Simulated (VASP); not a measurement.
# GaSb (F-43m) in VASP: notebook

Aim: see how the results for GaSb move with the level of theory and the settings. Levels: PBEsol+D3(BJ), r2SCAN-based global hybrid with 15 % exact exchange, r2SCAN-based global hybrid with 35 % exact exchange, PBE0. Tasks: single point.

All numbers are computed with VASP 6.6.1; they aren't measurements. Logs are shortened: lines on timing, memory, paths and dates and some standing lists are left out, and cuts for length are marked.

## (1) The cell of the first run

Symmetry: F-43m, No. 216, cubic system. The conventional cell has a = 6.118 Å, b = 6.118 Å, c = 6.118 Å, α = 90.00°, β = 90.00°, γ = 90.00°. Within 3.5 Å of Sb (site symmetry -43m) lie 4 Ga at 2.65 Å. Within 3.5 Å of Ga (site symmetry -43m) lie 4 Sb at 2.65 Å.

## (2) Single point, PBEsol+D3(BJ)

File INCAR:

```
ALGO     = Normal         # electronic algorithm
EDIFF    = 1E-7           # SCF threshold, eV
ENCUT    = 520            # plane-wave cutoff, eV
GGA      = PS             # functional
ISIF     = 2              # what is computed and relaxed
ISMEAR   = -1             # smearing method
IVDW     = 12             # dispersion correction
LASPH    = True           # aspherical terms in the spheres
LCHARG   = False          # write CHGCAR
LREAL    = False          # projectors in reciprocal space
LWAVE    = False          # write WAVECAR
NBANDS   = 16             # bands
NELM     = 60             # most SCF steps
PREC     = Accurate       # precision mode
SIGMA    = 0.05           # smearing width, eV
```

File KPOINTS:

```
k-points
0
Gamma
  8 8 8
```

File POSCAR:

```
GaSb
1.0
    0.0000000000      3.0590000000      3.0590000000
    3.0590000000      0.0000000000      3.0590000000
    3.0590000000      3.0590000000      0.0000000000
Sb Ga
1 1
Direct
    0.7500000000      0.7500000000      0.7500000000
    0.0000000000      0.0000000000      0.0000000000
```

Potentials or basis: VASP PAW PBE potentials, release 64 (Sb, Ga_d).

On the command line:

```
> cat potpaw_PBE.64/Sb/POTCAR potpaw_PBE.64/Ga_d/POTCAR > POTCAR
> mpirun -np 1 vasp_std > vasp.out
```

OUTCAR:

```text
EDIFF = 1E-7
   ENCUT = 520
   GGA = PS
   ISIF = 2
   ISMEAR = -1
   IVDW = 12
   LASPH = True
   LREAL = False
   NELM = 60
   PREC = Accurate
 IVDW          = 12

 ion  position               nearest neighbor table
   1  0.750  0.750  0.750-   2 2.65   2 2.65   2 2.65   2 2.65
   2  0.000  0.000  0.000-   1 2.65   1 2.65   1 2.65   1 2.65

  LATTYP: Found a face centered cubic cell.
 ALAT       =     6.1180000000

  Lattice vectors:

 A1 = (   0.0000000000,   3.0590000000,   3.0590000000)
 A2 = (   3.0590000000,   0.0000000000,   3.0590000000)
 A3 = (   3.0590000000,   3.0590000000,   0.0000000000)

Analysis of symmetry for initial positions (statically):
=====================================================================
 Subroutine PRICEL returns:
 Original cell was already a primitive cell.

 Routine SETGRP: Setting up the symmetry group for a
 face centered cubic supercell.

 Subroutine GETGRP returns: Found 24 space group operations
 (whereof 24 operations were pure point group operations)
 out of a pool of 48 trial point group operations.

The static configuration has the point symmetry T_d .

Analysis of symmetry for dynamics (positions and initial velocities):
=====================================================================
 Subroutine PRICEL returns:
 Original cell was already a primitive cell.

 Routine SETGRP: Setting up the symmetry group for a
 face centered cubic supercell.

 Subroutine GETGRP returns: Found 24 space group operations
 (whereof 24 operations were pure point group operations)
 out of a pool of 48 trial point group operations.

The dynamic configuration has the point symmetry T_d .

 Subroutine INISYM returns: Found 24 space group operations
 (whereof 24 operations are pure point group operations),
 and found     1 'primitive' translations

----------------------------------------------------------------------------------------

                                     Primitive cell

  volume of cell :      57.2491

  direct lattice vectors                    reciprocal lattice vectors
     0.000000000  3.059000000  3.059000000    -0.163452109  0.163452109  0.163452109
     3.059000000  0.000000000  3.059000000     0.163452109 -0.163452109  0.163452109
     3.059000000  3.059000000  0.000000000     0.163452109  0.163452109 -0.163452109

  length of vectors
     4.326079287  4.326079287  4.326079287     0.283107357  0.283107357  0.283107357

  position of ions in fractional coordinates (direct lattice)
     0.750000000  0.750000000  0.750000000
     0.000000000  0.000000000  0.000000000

  ion indices of the primitive-cell ions
   primitive index   ion index
                 1           1
                 2           2

----------------------------------------------------------------------------------------

 KPOINTS: k-points

Automatic generation of k-mesh.
 Grid dimensions read from file:
 generate k-points for:    8    8    8

 Generating k-lattice:

  Cartesian coordinates                     Fractional coordinates (reciprocal lattice)
    -0.020431514  0.020431514  0.020431514     0.125000000  0.000000000  0.000000000
     0.020431514 -0.020431514  0.020431514     0.000000000  0.125000000  0.000000000
     0.020431514  0.020431514 -0.020431514     0.000000000  0.000000000  0.125000000

  Length of vectors
     0.035388420  0.035388420  0.035388420

  Shift w.r.t. Gamma in fractional coordinates (k-lattice)
     0.000000000  0.000000000  0.000000000

 Subroutine IBZKPT returns following result:
 ===========================================

 Found     29 irreducible k-points:

 Following reciprocal coordinates:
            Coordinates               Weight
  0.000000  0.000000  0.000000      1.000000
  0.125000  0.000000  0.000000      8.000000
  0.250000  0.000000  0.000000      8.000000
  0.375000  0.000000  0.000000      8.000000
  0.500000  0.000000  0.000000      4.000000
  0.125000  0.125000  0.000000      6.000000
[... 16 lines left out ...]
  0.500000  0.250000  0.125000     48.000000
 -0.375000  0.250000  0.125000     24.000000
 [... further k-points ...]
   k-points           NKPTS =     29   k-points in BZ     NKDIM =     29   number of bands    NBANDS=     16
   number of dos      NEDOS =    301   number of ions     NIONS =      2
   total plane-waves  NPLWV =  32768
   dimension x,y,z NGX =    32 NGY =   32 NGZ =   32
   dimension x,y,z NGXF=    64 NGYF=   64 NGZF=   64
   ions per type =               1   1
   NGX,Y,Z   is equivalent  to a cutoff of  12.30, 12.30, 12.30 a.u.
   NGXF,Y,Z  is equivalent  to a cutoff of  24.59, 24.59, 24.59 a.u.
 SYSTEM =  unknown system
   PREC   = accura    normal or accurate (medium, high low for compatibility)
   ISTART =      0    job   : 0-new  1-cont  2-samecut
   ICHARG =      2    charge: 1-file 2-atom 10-const
   ISPIN  =      1    spin polarized calculation?
   LNONCOLLINEAR =      F non collinear calculations
   LSORBIT =      F    spin-orbit coupling
   LASPH  =      T    aspherical Exc in radial PAW
   ENCUT  =  520.0 eV  38.22 Ry    6.18 a.u.   8.04  8.04  8.04*2*pi/ulx,y,z
   NELM   =     60;   NELMIN=  2; NELMDL= -5     # of ELM steps
   EDIFF  = 0.1E-06   stopping-criterion for ELM
   LREAL  =      F    real-space projection
   EDIFFG = 0.1E-05   stopping-criterion for IOM
   NSW    =      0    number of steps for IOM
   IBRION =     -1    ionic relax: 0-MD 1-quasi-New 2-CG
   NFREE  =      0    steps in history (QN), initial steepest desc. (CG)
   ISIF   =      2    stress and relaxation
   ISYM   =      2    0-nonsym 1-usesym 2-fastsym
   POTIM  = 0.5000    time-step for ionic-motion
   TEBEG  =    0.0;   TEEND  =   0.0 temperature during run
   PSTRESS=    0.0 pullay stress
   NELECT =      18.0000    total number of electrons
   NUPDOWN=      -1.0000    fix difference up-down
   EMIN   =  10.00;   EMAX   =-10.00  energy-range for DOS
   EFERMI =   0.00;   METHOD = LEGACY
   ISMEAR =    -1;   SIGMA  =   0.05  broadening in eV -4-tet -1-fermi 0-gaus
   EFERMI_NEDOS =   21; number of points for ismear=-14 and -15
   IALGO  =     38    algorithm
   IMIX   =      4    mixing-type and parameters
     AMIX     =   0.40;   BMIX     =  1.00
     AMIX_MAG =   1.60;   BMIX_MAG =  1.00
  volume/ion in A,a.u.               =      28.62       193.17
  Fermi-wavevector in a.u.,A,eV,Ry     =   1.113208  2.103657 16.860766  1.239231
  Thomas-Fermi vector in A             =   2.249790
   LORBIT       =      0    0 simple, 1 ext, 2 COOP (PROOUT), +10 PAW based schemes
   GGA     = PS    functional components
   LHFCALC =     F    Hartree Fock is set to
   AEXX    =    0.0000 exact exchange contribution
   IVDW    =    12    specifies the selected vdW correction
   LEPSILON=     F    determine dielectric tensor
   LRPA    =     F    only Hartree local field effects (RPA)
 non-spin polarized calculation
  energy-cutoff  :      520.00
  volume of cell :       57.25
 maximum number of plane-waves:      1572
   NGX = 17   NGY = 17   NGZ = 17

 number of electron      17.9999986 magnetization

 Free energy of the ion-electron system (eV)
  ---------------------------------------------------
  ext. energy  EPLUGINS =         0.00000000
  ---------------------------------------------------
  free energy    TOTEN  =        -8.14810567 eV

  energy without entropy =       -8.14759102  energy(sigma->0) =       -8.14784835

 E-fermi :   4.7869     XC(G=0):  -9.2657

 val. band max:        4.7323054363   @ k =   0.0000   0.0000   0.0000
 cond. band min:       5.0787677091   @ k =   0.5000   0.0000   0.0000
 fundamental gap:      0.3464622728
 Fermi energy:         4.7868688297

 k-point     1 :       0.0000    0.0000    0.0000
  band No.  band energies     occupation
      1     -10.2661      2.00000
      2     -10.2661      2.00000
      3     -10.2661      2.00000
      4     -10.2158      2.00000
      5     -10.2158      2.00000
      6      -6.7715      2.00000
[... 8 lines left out ...]
     15      13.3317      0.00000
     16      13.3317      0.00000

 k-point     2 :       0.1250    0.0000    0.0000
  band No.  band energies     occupation
      1     -10.2703      2.00000
      2     -10.2642      2.00000
      3     -10.2642      2.00000
      4     -10.2160      2.00000
      5     -10.2160      2.00000
      6      -6.6111      2.00000
[... 8 lines left out ...]
     15      12.4952      0.00000
     16      12.4952      0.00000

 k-point     3 :       0.2500    0.0000    0.0000
  band No.  band energies     occupation
      1     -10.2805      2.00000
      2     -10.2601      2.00000
      3     -10.2601      2.00000
      4     -10.2162      2.00000
      5     -10.2162      2.00000
      6      -6.1541      2.00000
[... 8 lines left out ...]
     15      12.2763      0.00000
     16      12.2763      0.00000

 k-point     4 :       0.3750    0.0000    0.0000
  band No.  band energies     occupation
      1     -10.2904      2.00000
      2     -10.2565      2.00000
      3     -10.2565      2.00000
      4     -10.2158      2.00000
      5     -10.2158      2.00000
      6      -5.5198      2.00000
[... 8 lines left out ...]
     15      13.2379      0.00000
     16      13.2379      0.00000

 k-point     5 :       0.5000    0.0000    0.0000
  band No.  band energies     occupation
      1     -10.2945      2.00000
      2     -10.2552      2.00000
      3     -10.2552      2.00000
      4     -10.2155      2.00000
      5     -10.2155      2.00000
      6      -5.1403      2.00000
[... 8 lines left out ...]
     15      14.5865      0.00000
     16      14.5866      0.00000

 k-point     6 :       0.1250    0.1250    0.0000
  band No.  band energies     occupation
      1     -10.2737      2.00000
      2     -10.2625      2.00000
      3     -10.2625      2.00000
      4     -10.2171      2.00000
      5     -10.2152      2.00000
      6      -6.5569      2.00000
[... 8 lines left out ...]
     15      11.5287      0.00000
     16      13.5323      0.00000
[... 267 lines left out ...]
 k-point    21 :       0.5000    0.5000    0.0000
  band No.  band energies     occupation
      1     -10.3120      2.00000
      2     -10.2411      2.00000
      3     -10.2411      2.00000
      4     -10.2280      2.00000
      5     -10.2116      2.00000
      6      -4.3102      2.00000
[... 8 lines left out ...]
     15      15.4696      0.00000
     16      15.9984      0.00000

 k-point    22 :       0.3750    0.2500    0.1250
  band No.  band energies     occupation
      1     -10.2904      2.00000
      2     -10.2553      2.00000
      3     -10.2539      2.00000
      4     -10.2198      2.00000
      5     -10.2144      2.00000
      6      -5.7556      2.00000
[... 8 lines left out ...]
     15      13.6878      0.00000
     16      13.9762      0.00000

 k-point    23 :       0.5000    0.2500    0.1250
  band No.  band energies     occupation
      1     -10.2971      2.00000
      2     -10.2529      2.00000
      3     -10.2504      2.00000
      4     -10.2197      2.00000
      5     -10.2149      2.00000
      6      -5.1478      2.00000
[... 8 lines left out ...]
     15      13.4192      0.00000
     16      14.8160      0.00000

 k-point    24 :      -0.3750    0.2500    0.1250
  band No.  band energies     occupation
      1     -10.2996      2.00000
      2     -10.2522      2.00000
      3     -10.2491      2.00000
      4     -10.2189      2.00000
      5     -10.2156      2.00000
      6      -4.7860      2.00000
[... 8 lines left out ...]
     15      14.2883      0.00000
     16      14.8434      0.00000

 [... further k-points ...]

------------------------ aborting loop because EDIFF is reached ----------------------------------------

 Edisp (eV)   -0.64776

 E8    (eV) :    -0.4473

  FORCE on cell =-STRESS in cart. coord.  units (eV):
  Direction    XX          YY          ZZ          XY          YZ          ZX
  --------------------------------------------------------------------------------------
  -------------------------------------------------------------------------------------
  Total      -0.65732    -0.65732    -0.65732     0.00000     0.00000     0.00000
  in kB     -18.39595   -18.39595   -18.39595     0.00000     0.00000     0.00000
  external pressure =      -18.40 kB  Pullay stress =        0.00 kB

 VOLUME and BASIS-vectors are now :
 -----------------------------------------------------------------------------
  energy-cutoff  :      520.00
  volume of cell :       57.25
      direct lattice vectors                 reciprocal lattice vectors
     0.000000000  3.059000000  3.059000000    -0.163452109  0.163452109  0.163452109
     3.059000000  0.000000000  3.059000000     0.163452109 -0.163452109  0.163452109
     3.059000000  3.059000000  0.000000000     0.163452109  0.163452109 -0.163452109

 POSITION                                       TOTAL-FORCE (eV/Angst)
 -----------------------------------------------------------------------------------
      4.58850      4.58850      4.58850         0.000000     -0.000000     -0.000000
      0.00000      0.00000      0.00000        -0.000000      0.000000      0.000000
 -----------------------------------------------------------------------------------
    total drift:                               -0.000000     -0.000000     -0.000000

  FREE ENERGIE OF THE ION-ELECTRON SYSTEM (eV)
  ---------------------------------------------------
  free  energy   TOTEN  =        -8.7958643751 eV

  energy  without entropy=       -8.7953497276  energy(sigma->0) =       -8.79560705
```

Run time: 37 s. Hardware: 1 thread of Intel Xeon Platinum 8259CL at 2.50GHz (Skylake/Cascade Lake), shared host; peak memory 0.19 GiB.

Results:

* Free energy: -8.7959 eV
* Pressure: -1.8 GPa
* Band gap on the k mesh: zero (filled and empty bands touch)
* Dispersion energy per atom: -0.324 eV

Caveat: three body term missing; semilocal functionals underestimate gaps, and a narrow one can read as zero; the PAW data sets were made with another functional, which shifts forces and pressure a little; spin-orbit coupling is left out, which moves the levels of the heavy elements.

## (3) Single point, r2SCAN-based global hybrid with 15 % exact exchange

POSCAR is that of step 2.

File INCAR.step1:

```
ALGO = Normal
EDIFF = 1E-5
ENCUT = 520
GGA = PE
ISIF = 2
ISMEAR = -1
LASPH = True
LCHARG = False
LREAL = False
LWAVE = True
NBANDS = 16
NELM = 80
PREC = Accurate
SIGMA = 0.05
```

File INCAR.step2:

```
AEXX = 0.15
ALGO = Normal
EDIFF = 1E-7
ENCUT = 520
ISIF = 2
ISMEAR = -1
ISTART = 1
LASPH = True
LCHARG = False
LHFCALC = True
LMIXTAU = True
LREAL = False
LWAVE = False
METAGGA = R2SCAN
NBANDS = 16
NELM = 80
PREC = Accurate
PRECFOCK = Normal
SIGMA = 0.05
```

File KPOINTS:

```
k-points
0
Gamma
  4 4 4
```

Potentials or basis: VASP PAW PBE potentials, release 64 (Sb, Ga_d).

On the command line:

```
> cat potpaw_PBE.64/Sb/POTCAR potpaw_PBE.64/Ga_d/POTCAR > POTCAR
> cp INCAR.step1 INCAR
> mpirun -np 1 vasp_std > vasp.out
> cp INCAR.step2 INCAR
> mpirun -np 1 vasp_std > vasp.out
```

It took 33 min on 1 thread of Intel Xeon Platinum 8259CL at 2.50GHz (Skylake/Cascade Lake), shared host; peak memory 0.21 GiB.

Results (log left out):

```yaml
Free_energy: -34.4926 eV
Pressure: -0.3 GPa
Band_gap_on_the_k_mesh: 1.24 eV
```

Levels at points of the mesh, in eV from the valence-band top:
```
           k point  band 7  band 8  band 9  band 10  band 11  band 12
(0.00, 0.00, 0.00)    0.00    0.00    0.00     1.24     3.77     3.77
(0.50, 0.00, 0.00)   -6.91   -1.27   -1.27     1.42     4.81     4.81
(0.50, 0.50, 0.00)   -7.39   -2.82   -2.82     1.83     2.17    10.30
```

Caveat: the k points lie up to 0.44 Å⁻¹ apart; the PAW data sets were made with another functional, which shifts forces and pressure a little; spin-orbit coupling is left out, which moves the levels of the heavy elements. A k mesh can miss the band edges.

(Continued in part 2 of 2.)

The gap in the log of VASP goes by the Fermi energy; the results here count the filled bands.